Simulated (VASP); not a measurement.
Wanted: the native input for a VASP 6.6.1 run.

- Task: single point
- Functional: LDA
- Potentials or basis: VASP PAW LDA potentials, release 64 (Si)
- Cutoff: 520 eV
- k mesh: 3 × 3 × 3
- Occupations: gaussian, width 0.02 eV
- Spin: no spin polarisation
- Dipole correction: no
- Further INCAR settings: LREAL = Auto; ALGO = Normal; EDIFF = 1e-06; NBANDS = 43

The structure of Si (a cell with a defect) lies in POSCAR:

```
Si
1.0
    0.0000000000      5.4019422852     -5.4019422852
    5.4019422852      5.4019422852      0.0000000000
    5.4019422852      0.0000000000     -5.4019422852
Si
15
Direct
    0.0261464289      0.1579512433      0.1579512433
    0.1324834591      0.6210070051      0.1255026367
    0.6218896505      0.1228024968      0.1228024968
    0.6218897431      0.6325051842      0.1228025893
    0.1324834591      0.1255026367      0.6210070051
    0.1324834591      0.6210068199      0.6210070051
    0.6218897431      0.1228027744      0.6325048139
    0.6277101496      0.6240966345      0.6240966345
    0.2384362757      0.7707762838      0.2453937732
    0.2384363683      0.2453936806      0.2453936806
    0.7575202185      0.7470156634      0.2484485078
    0.2514038337      0.7495320731      0.7495320731
    0.2384364608      0.2453935881      0.7707762838
    0.7575202185      0.7470156634      0.7470156634
    0.7575203110      0.2484484152      0.7470155709
```

The input as run:

INCAR

```
ALGO = Normal ; EDIFF = 1E-6
ENCUT = 520 ; GGA = CA
ISIF = 2 ; ISMEAR = 0
LASPH = T ; LCHARG = F
LREAL = Auto ; LWAVE = F
NBANDS = 43 ; NELM = 60
PREC = Accurate ; SIGMA = 0.02
```

KPOINTS

```
k-points
0
Gamma
  3 3 3
```

Potentials or basis: VASP PAW LDA potentials, release 64 (Si).

Run with:

```bash
$ cat potpaw_LDA.64/Si/POTCAR > POTCAR
$ mpirun -np 1 vasp_std > vasp.out
```

Results of the run:

```json
{
  "Pressure": "-3.4 GPa",
  "Largest force": "0.857 eV/Å",
  "Band gap on the k mesh": "zero (bands 30 and 31 overlap by 0.82 eV)"
}
```

It took 86 s on 1 thread of Intel(R) Xeon(R) 6975P-C (Granite Rapids), with other jobs on the host, peak memory 0.35 GiB.
